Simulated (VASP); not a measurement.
Write the native input for VASP 6.6.1 that does the following.

- Task: single point
- Functional: PBEsol
- Potentials or basis: VASP PAW PBE potentials, release 64 (Lu)
- Cutoff: 520 eV
- k mesh: 9 × 9 × 5
- Occupations: fermi-dirac, width 0.05 eV
- Spin: no spin polarisation
- Dipole correction: no
- Further INCAR settings: ALGO = Fast; EDIFF = 1e-07; NBANDS = 32

The structure of Lu lies in POSCAR:

```
Lu
1.0
    3.5031000000      0.0000000000      0.0000000000
   -1.7515500000      3.0337735920      0.0000000000
    0.0000000000      0.0000000000      5.5509000000
Lu
2
Direct
    0.6687240000      0.3340780000      0.7522110000
    0.3321500000      0.6592670000      0.2488660000
```

This cell differs from its parent crystal: atoms moved at random.

One way to write it, as run:

INCAR

```
ALGO = Fast
EDIFF = 1E-7
ENCUT = 520
GGA = PS
ISIF = 2
ISMEAR = -1
LASPH = T
LCHARG = T
LELF = T
LREAL = F
LVHAR = T
LWAVE = F
NBANDS = 32
NELM = 100
PREC = Accurate
SIGMA = 0.05
```

KPOINTS

```
k-points
0
Gamma
  9 9 5
```

Potentials or basis: VASP PAW PBE potentials, release 64 (Lu).

The run is started by

```console
$ cat potpaw_PBE.64/Lu/POTCAR > POTCAR
$ mpirun -np 1 vasp_std > vasp.out
```

Results of the run:

The pressure is -2.9 GPa. The largest force is 0.077 eV/Å and the band gap on the k mesh is zero (band 25 reaches 2.86 eV, above the bottom of band 26 at 1.44 eV).

Caveat: the cell differs from its parent crystal (atoms moved at random); the PAW data sets were made with another functional, which shifts forces and pressure a little; spin-orbit coupling is left out, which moves the levels of the heavy elements.

Run time: 11 min on 1 thread of Intel(R) Xeon(R) 6975P-C (Granite Rapids), with other jobs on the host, peak memory 0.43 GiB.
